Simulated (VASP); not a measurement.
Input of a VASP 6.6.1 run:

File INCAR:

```
SYSTEM = KBr
  PREC = Accurate
  ENCUT = 520
  EDIFF = 1E-7
  ISMEAR = -1
  SIGMA = 0.05
  LREAL = .False.
  LASPH = .True.
  NELM = 150
  ALGO = Normal
  ISIF = 2
  LWAVE = .False.
  LCHARG = .False.
  MAGMOM = 0 0 0 0 0 0
  LORBIT = 11
  LSORBIT = .True.
  GGA_COMPAT = .False.
  LORBMOM = .True.
  GGA = PS
  NBANDS = 28
```

File KPOINTS:

```
Automatic mesh
0
Gamma
  7 7 7
  0 0 0
```

The input POSCAR:

```
KBr
1.0
    0.0000000000      3.3000000000      3.3000000000
    3.3000000000      0.0000000000      3.3000000000
    3.3000000000      3.3000000000      0.0000000000
Br K
1 1
Direct
    0.5000000000      0.5000000000      0.5000000000
    0.0000000000      0.0000000000      0.0000000000
```

Potentials or basis: VASP PAW PBE potentials, release 64 (Br, K_sv).

Run with:

```sh
$ cat potpaw_PBE.64/Br/POTCAR potpaw_PBE.64/K_sv/POTCAR > POTCAR
$ mpirun -np 1 vasp_ncl > vasp.out
```

Q: Estimate the net moment.

A: 0.00 μB per cell.

Q: Estimate the pressure.

A: -0.3 GPa.

Moments on the atoms (μB; x, y, z):
```
Br  0.00 0.00 0.00
K   0.00 0.00 0.00
```

Caveat: the PAW data sets were made with another functional, which shifts forces and pressure a little.
